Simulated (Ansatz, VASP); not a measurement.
# Te in VASP and in Ansatz

The input POSCAR:

```
Te
1.0
    2.3374959991      1.3495539443      1.6455555188
   -2.3374959991      1.3495539443      1.6455555188
    0.0000000000     -2.6991078886      1.6455555188
Te
1
Direct
    0.5000000000      0.5000000000      0.5000000000
```

Contents of INCAR.step1:

```
SYSTEM = Te
PREC = Accurate ; ENCUT = 520
ISMEAR = 0 ; SIGMA = 0.15
LREAL = .False. ; LASPH = .True.
NELM = 60 ; NBANDS = 9
GGA = PE ; ALGO = Normal
EDIFF = 1E-4 ; LWAVE = .True.
LCHARG = .False.
```

Contents of INCAR.step2:

```
SYSTEM = Te
PREC = Accurate ; ENCUT = 520
EDIFF = 1E-6 ; ISMEAR = 0
SIGMA = 0.15 ; LREAL = .False.
LASPH = .True. ; NELM = 60
ALGO = Normal ; ISIF = 2
LWAVE = .False. ; LCHARG = .False.
METAGGA = R2SCAN ; LMIXTAU = .True.
NBANDS = 9 ; ISTART = 1
```

The input KPOINTS:

```
Automatic mesh
0
Gamma
  18 18 18
  0 0 0
```

Input for Ansatz:

```yaml
crystal:
  lattice:
    - [2.3374959991, 1.3495539443, 1.6455555188]
    - [-2.3374959991, 1.3495539443, 1.6455555188]
    - [0.0, -2.6991078886, 1.6455555188]
  atoms:
    - { symbol: Te, position: [0.5, 0.5, 0.5] }
basis:
  ecutwfc: 500
kpoints:
  mp_grid: { grid: [18, 18, 18] }
hamiltonian:
  xc: r2scan
scf:
  occupations: { method: gaussian, width: 0.15 }
output:
  forces: true
  stress: true
  eigenvalues: true
```

Alike in both runs: task single point; functional r2SCAN; k mesh 18 × 18 × 18; occupations gaussian, width 0.15 eV; no spin polarisation.

|  | VASP | Ansatz |
| --- | --- | --- |
| version | VASP 6.6.1 | Ansatz 0.2.0 |
| potentials or method | VASP PAW PBE potentials, release 64 (Te), cutoff 520 eV | scalar-relativistic, plane waves, PAW |
| valence electrons in the cell | 6 | 16 |

```tsv
	VASP	Ansatz	Ansatz less VASP
gap on the k mesh at the Fermi level (eV)	none	none	-
pressure (GPa)	1.4	1.5	+0.04
traceless stress, the component that is largest in VASP (GPa)	0.28	0.28	-0.002
```

VASP's potentials were made for PBE, not for r2SCAN. A gap of «none» marks a metal or a gap that the smearing closes. The functional is the same, so the differences come from potentials, cutoffs and numerics. VASP's potentials hold 6 valence electrons a cell and Ansatz's 16, so a difference there can come from the potentials and not from the codes.

Spin-orbit coupling is off throughout.
